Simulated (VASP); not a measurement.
# Zr in VASP: single point with PBE+D3(BJ)

Aim: the single point of Zr with PBE+D3(BJ).

Program: VASP 6.6.1. These are calculated values, not measurements. Logs are shortened: lines on timing, memory, paths and dates and some standing lists are left out, and cuts for length are marked.

## Step 1: The cell of the first run

The cell holds a slab with vacuum, 4 atoms: a = 3.091 Å, b = 3.091 Å, c = 24.557 Å, α = 90.00°, β = 90.00°, γ = 120.00°.

## Step 2: Single point, PBE+D3(BJ)

File INCAR:

```
PREC = Accurate
ENCUT = 400
EDIFF = 1E-6
ISMEAR = 1
SIGMA = 0.1
LREAL = False
LASPH = True
NELM = 120
ALGO = Normal
ISIF = 2
LWAVE = False
LCHARG = False
LDIPOL = True
IDIPOL = 3
DIPOL = 0.5 0.5 0.444
GGA = PE
IVDW = 12
NBANDS = 32
GGA_COMPAT = False
NELMDL = -8
```

File KPOINTS:

```
regular mesh
0
Gamma
  12 12 1
```

File POSCAR:

```
Zr
1.0
    3.0912745875      0.0000000000      0.0000000000
   -1.5456372938      2.6771223229      0.0000000000
    0.0000000000      0.0000000000     24.5574958345
Zr
4
Direct
    0.6666666667      0.3333333333      0.2850453502
    0.3333333333      0.6666666667      0.3869783538
    0.6666666667      0.3333333333      0.4946483325
    0.3333333333      0.6666666667      0.6102933825
```

Potentials or basis: VASP PAW PBE potentials, release 64 (Zr_sv).

Run with:

```sh
cat potpaw_PBE.64/Zr_sv/POTCAR > POTCAR
mpirun -np 1 vasp_std > vasp.out
```

OUTCAR:

```text
PREC = Accurate
   ENCUT = 400
   EDIFF = 1E-6
   ISMEAR = 1
   LREAL = False
   LASPH = True
   NELM = 120
   ISIF = 2
   GGA = PE
   IVDW = 12
   NELMDL = -8
 IVDW          = 12

 ion  position               nearest neighbor table
   1  0.667  0.333  0.285-   2 3.07   2 3.07   2 3.07
   2  0.333  0.667  0.387-   1 3.07   1 3.07   1 3.07   3 3.19   3 3.19   3 3.19
   3  0.667  0.333  0.495-   2 3.19   2 3.19   2 3.19   4 3.35   4 3.35   4 3.35
   4  0.333  0.667  0.610-   3 3.35   3 3.35   3 3.35

  LATTYP: Found a hexagonal cell.
 ALAT       =     3.0912745875
 C/A-ratio  =     7.9441327968

  Lattice vectors:

 A1 = (   3.0912745875,   0.0000000000,   0.0000000000)
 A2 = (  -1.5456372938,   2.6771223229,   0.0000000000)
 A3 = (   0.0000000000,   0.0000000000,  24.5574958345)

Analysis of symmetry for initial positions (statically):
=====================================================================
 Subroutine PRICEL returns:
 Original cell was already a primitive cell.

 Routine SETGRP: Setting up the symmetry group for a
 hexagonal supercell.

 Subroutine GETGRP returns: Found  6 space group operations
 (whereof  6 operations were pure point group operations)
 out of a pool of 24 trial point group operations.

The static configuration has the point symmetry C_3v.

Analysis of symmetry for dynamics (positions and initial velocities):
=====================================================================
 Subroutine PRICEL returns:
 Original cell was already a primitive cell.

 Routine SETGRP: Setting up the symmetry group for a
 hexagonal supercell.

 Subroutine GETGRP returns: Found  6 space group operations
 (whereof  6 operations were pure point group operations)
 out of a pool of 24 trial point group operations.

The dynamic configuration has the point symmetry C_3v.

 Subroutine INISYM returns: Found  6 space group operations
 (whereof  6 operations are pure point group operations),
 and found     1 'primitive' translations

----------------------------------------------------------------------------------------

                                     Primitive cell

  volume of cell :     203.2310

  direct lattice vectors                    reciprocal lattice vectors
     3.091274588  0.000000000  0.000000000     0.323491159  0.186767708  0.000000000
    -1.545637294  2.677122323  0.000000000     0.000000000  0.373535416  0.000000000
     0.000000000  0.000000000 24.557495834     0.000000000  0.000000000  0.040720764

  length of vectors
     3.091274588  3.091274588 24.557495834     0.373535416  0.373535416  0.040720764

  position of ions in fractional coordinates (direct lattice)
     0.666666667  0.333333333  0.285045350
     0.333333333  0.666666667  0.386978354
     0.666666667  0.333333333  0.494648332
     0.333333333  0.666666667  0.610293382

  ion indices of the primitive-cell ions
   primitive index   ion index
                 1           1
                 2           2
                 3           3
                 4           4

----------------------------------------------------------------------------------------

 KPOINTS: regular mesh

Automatic generation of k-mesh.
 Grid dimensions read from file:
 generate k-points for:   12   12    1

 Generating k-lattice:

  Cartesian coordinates                     Fractional coordinates (reciprocal lattice)
     0.026957597  0.015563976  0.000000000     0.083333333  0.000000000  0.000000000
     0.000000000  0.031127951  0.000000000     0.000000000  0.083333333  0.000000000
     0.000000000  0.000000000  0.040720764     0.000000000  0.000000000  1.000000000

  Length of vectors
     0.031127951  0.031127951  0.040720764

  Shift w.r.t. Gamma in fractional coordinates (k-lattice)
     0.000000000  0.000000000  0.000000000

 Subroutine IBZKPT returns following result:
 ===========================================

 Found     19 irreducible k-points:

 Following reciprocal coordinates:
            Coordinates               Weight
  0.000000  0.000000  0.000000      1.000000
  0.083333  0.000000  0.000000      6.000000
  0.166667 -0.000000  0.000000      6.000000
  0.250000  0.000000  0.000000      6.000000
  0.333333  0.000000  0.000000      6.000000
  0.416667 -0.000000  0.000000      6.000000
[... 11 lines left out ...]
  0.333333  0.250000  0.000000     12.000000
  0.333333  0.333333  0.000000      2.000000
   k-points           NKPTS =     19   k-points in BZ     NKDIM =     19   number of bands    NBANDS=     32
   number of dos      NEDOS =    301   number of ions     NIONS =      4
   total plane-waves  NPLWV =  64000
   dimension x,y,z NGX =    20 NGY =   20 NGZ =  160
   dimension x,y,z NGXF=    40 NGYF=   40 NGZF=  320
   ions per type =               4
   NGX,Y,Z   is equivalent  to a cutoff of  10.76, 10.76, 10.83 a.u.
   NGXF,Y,Z  is equivalent  to a cutoff of  21.51, 21.51, 21.66 a.u.
 SYSTEM =  unknown system
   PREC   = accura    normal or accurate (medium, high low for compatibility)
   ISTART =      0    job   : 0-new  1-cont  2-samecut
   ICHARG =      2    charge: 1-file 2-atom 10-const
   ISPIN  =      1    spin polarized calculation?
   LNONCOLLINEAR =      F non collinear calculations
   LSORBIT =      F    spin-orbit coupling
   LASPH  =      T    aspherical Exc in radial PAW
   ENCUT  =  400.0 eV  29.40 Ry    5.42 a.u.   5.04  5.04 40.05*2*pi/ulx,y,z
   NELM   =    120;   NELMIN=  2; NELMDL= -8     # of ELM steps
   EDIFF  = 0.1E-05   stopping-criterion for ELM
   LREAL  =      F    real-space projection
   EDIFFG = 0.1E-04   stopping-criterion for IOM
   NSW    =      0    number of steps for IOM
   IBRION =     -1    ionic relax: 0-MD 1-quasi-New 2-CG
   NFREE  =      0    steps in history (QN), initial steepest desc. (CG)
   ISIF   =      2    stress and relaxation
   ISYM   =      2    0-nonsym 1-usesym 2-fastsym
   POTIM  = 0.5000    time-step for ionic-motion
   TEBEG  =    0.0;   TEEND  =   0.0 temperature during run
   PSTRESS=    0.0 pullay stress
   NELECT =      48.0000    total number of electrons
   NUPDOWN=      -1.0000    fix difference up-down
   EMIN   =  10.00;   EMAX   =-10.00  energy-range for DOS
   EFERMI =   0.00;   METHOD = LEGACY
   ISMEAR =     1;   SIGMA  =   0.10  broadening in eV -4-tet -1-fermi 0-gaus
   EFERMI_NEDOS =   21; number of points for ismear=-14 and -15
   IALGO  =     38    algorithm
   IMIX   =      4    mixing-type and parameters
     AMIX     =   0.40;   BMIX     =  1.00
     AMIX_MAG =   1.60;   BMIX_MAG =  1.00
  volume/ion in A,a.u.               =      50.81       342.87
  Fermi-wavevector in a.u.,A,eV,Ry     =   1.011949  1.912306 13.932920  1.024041
  Thomas-Fermi vector in A             =   2.145029
   LORBIT       =      0    0 simple, 1 ext, 2 COOP (PROOUT), +10 PAW based schemes
   GGA     = PE    functional components
   LHFCALC =     F    Hartree Fock is set to
   AEXX    =    0.0000 exact exchange contribution
   IVDW    =    12    specifies the selected vdW correction
   LEPSILON=     F    determine dielectric tensor
   LRPA    =     F    only Hartree local field effects (RPA)
 non-spin polarized calculation
 Methfessel and Paxton  Order N= 1 SIGMA  =   0.10
  energy-cutoff  :      400.00
  volume of cell :      203.23
 maximum number of plane-waves:      3735
   NGX = 11   NGY = 11   NGZ = 81

 dipolmoment           0.000000      0.000000      0.018304 electrons x Angstroem

 number of electron      48.0000001 magnetization

 dipolmoment           0.000000      0.000000     -0.014501 electrons x Angstroem

 Free energy of the ion-electron system (eV)
  ---------------------------------------------------
  ext. energy  EPLUGINS =         0.00000000
  ---------------------------------------------------
  free energy    TOTEN  =       -32.10573304 eV

  energy without entropy =      -32.10295694  energy(sigma->0) =      -32.10480768

 E-fermi :   1.8541     XC(G=0):  -5.7224

 val. band max:        1.8397207021   @ k =   0.3333   0.0000   0.0000
 cond. band min:       1.9131641206   @ k =   0.0833   0.0833   0.0000
 fundamental gap:      0.0734434185
 Fermi energy:         1.8541258513

 k-point     1 :       0.0000    0.0000    0.0000
  band No.  band energies     occupation
      1     -46.9712      2.00000
      2     -46.8477      2.00000
      3     -46.6103      2.00000
      4     -46.4939      2.00000
      5     -25.2231      2.00000
      6     -25.1006      2.00000
[... 24 lines left out ...]
     31       3.1378     -0.00000
     32       3.4472     -0.00000

 k-point     2 :       0.0833    0.0000    0.0000
  band No.  band energies     occupation
      1     -46.9619      2.00000
      2     -46.8377      2.00000
      3     -46.6003      2.00000
      4     -46.4855      2.00000
      5     -25.2029      2.00000
      6     -25.0892      2.00000
[... 24 lines left out ...]
     31       3.3135     -0.00000
     32       3.3271     -0.00000

 k-point     3 :       0.1667   -0.0000    0.0000
  band No.  band energies     occupation
      1     -46.9362      2.00000
      2     -46.8102      2.00000
      3     -46.5727      2.00000
      4     -46.4627      2.00000
      5     -25.1482      2.00000
      6     -25.0592      2.00000
[... 24 lines left out ...]
     31       3.7288     -0.00000
     32       3.8824      0.00000

 k-point     4 :       0.2500    0.0000    0.0000
  band No.  band energies     occupation
      1     -46.9009      2.00000
      2     -46.7723      2.00000
      3     -46.5346      2.00000
      4     -46.4315      2.00000
      5     -25.0863      2.00000
      6     -25.0268      2.00000
[... 24 lines left out ...]
     31       4.2721      0.00000
     32       4.3186      0.00000

 k-point     5 :       0.3333    0.0000    0.0000
  band No.  band energies     occupation
      1     -46.8652      2.00000
      2     -46.7341      2.00000
      3     -46.4958      2.00000
      4     -46.4003      2.00000
      5     -25.2086      2.00000
      6     -25.1642      2.00000
[... 409 lines left out ...]
     31       4.5789      0.00000
     32       5.3542      0.00000

 k-point    17 :       0.2500    0.2500    0.0000
  band No.  band energies     occupation
      1     -46.8294      2.00000
      2     -46.6957      2.00000
      3     -46.4564      2.00000
      4     -46.3692      2.00000
      5     -25.2593      2.00000
      6     -25.2042      2.00000
[... 24 lines left out ...]
     31       4.1995      0.00000
     32       4.6635      0.00000

 k-point    18 :       0.3333    0.2500    0.0000
  band No.  band energies     occupation
      1     -46.8162      2.00000
      2     -46.6815      2.00000
      3     -46.4418      2.00000
      4     -46.3579      2.00000
      5     -25.2682      2.00000
      6     -25.2120      2.00000
[... 24 lines left out ...]
     31       4.2210      0.00000
     32       5.1128      0.00000

 k-point    19 :       0.3333    0.3333    0.0000
  band No.  band energies     occupation
      1     -46.8114      2.00000
      2     -46.6763      2.00000
      3     -46.4364      2.00000
      4     -46.3538      2.00000
      5     -25.1518      2.00000
      6     -25.1452      2.00000
[... 24 lines left out ...]
     31       4.1696      0.00000
     32       5.2037      0.00000

------------------------ aborting loop because EDIFF is reached ----------------------------------------

 vacuum level on the upper side and lower side of the slab       (xc-potential included)        -0.322        -0.010

 Edisp (eV)   -1.69557

 E8    (eV) :    -0.8974

  FORCE on cell =-STRESS in cart. coord.  units (eV):
  Direction    XX          YY          ZZ          XY          YZ          ZX
  --------------------------------------------------------------------------------------
  -------------------------------------------------------------------------------------
  Total      -0.21552    -0.21552    -1.08173     0.00000     0.00000     0.00000
  in kB      -1.69902    -1.69902    -8.52782     0.00000     0.00000     0.00000
  external pressure =       -3.98 kB  Pullay stress =        0.00 kB

 VOLUME and BASIS-vectors are now :
 -----------------------------------------------------------------------------
  energy-cutoff  :      400.00
  volume of cell :      203.23
      direct lattice vectors                 reciprocal lattice vectors
     3.091274588  0.000000000  0.000000000     0.323491159  0.186767708  0.000000000
    -1.545637294  2.677122323  0.000000000     0.000000000  0.373535416  0.000000000
     0.000000000  0.000000000 24.557495834     0.000000000  0.000000000  0.040720764

 POSITION                                       TOTAL-FORCE (eV/Angst)
 -----------------------------------------------------------------------------------
      1.54564      0.89237      7.00000         0.000000      0.000000     -0.146817
     -0.00000      1.78475      9.50322         0.000000     -0.000000      0.114839
      1.54564      0.89237     12.14732        -0.000000      0.000000      0.509907
     -0.00000      1.78475     14.98728         0.000000      0.000000     -0.477930
 -----------------------------------------------------------------------------------
    total drift:                                0.000000      0.000000      0.000025

  FREE ENERGIE OF THE ION-ELECTRON SYSTEM (eV)
  ---------------------------------------------------
  free  energy   TOTEN  =       -33.8013033123 eV

  energy  without entropy=      -33.7985272098  energy(sigma->0) =      -33.80037794

 vacuum level on the upper side and lower side of the slab         5.712         6.032
```

It took 7 min on 1 thread of Intel Xeon 8259CL, shared host; peak memory 0.27 GiB.

What came out:

```
Free energy                : -33.8013 eV
Largest force              : 0.510 eV/Å
Band gap on the k mesh     : zero (bands 24 and 25 overlap by 0.87 eV)
Dispersion energy per atom : -0.424 eV
```

Forces in eV/Å, atoms in the order of the input:
```
Zr   0.000  0.000 -0.147
Zr   0.000  0.000  0.115
Zr   0.000  0.000  0.510
Zr   0.000  0.000 -0.478
```

The gap in the log of VASP goes by the Fermi energy; the results here count the filled bands.